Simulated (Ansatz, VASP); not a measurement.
**KI in VASP and in Ansatz**

```
K I
1.0
     0.00000    3.54244    3.54244
     3.54244    0.00000    3.54244
     3.54244    3.54244    0.00000
K I
1 1
Direct
  0.00000 0.00000 0.00000
  0.50000 0.50000 0.50000
```

Alike in both runs: task electric field gradients; functional PBEsol; k mesh 7 × 7 × 7; occupations fermi-dirac, width 0.02 eV; no spin polarisation.

|  | VASP | Ansatz |
| --- | --- | --- |
| version | VASP 6.6.1 | Ansatz 0.2.0 |
| potentials or method | VASP PAW PBE potentials, release 64 (K_sv, I) | plane-wave PAW, scalar-relativistic |
| plane-wave cutoff (eV) | 400 | 420 |
| valence electrons in the cell | 16 | 26 |

|  | VASP | Ansatz | Ansatz less VASP |
| --- | --- | --- | --- |
| gap on the k mesh at the Fermi level (eV) | 3.80 | 3.80 | +0.005 |
| pressure (GPa) | -0.3 | -0.4 | -0.03 |

VASP's potentials were made for PBE, not for PBEsol, and Ansatz warns of the same on its side. VASP's potentials hold 16 valence electrons a cell and Ansatz's 26, so a difference there can come from the potentials and not from the codes.

Neither program's run includes spin-orbit coupling.
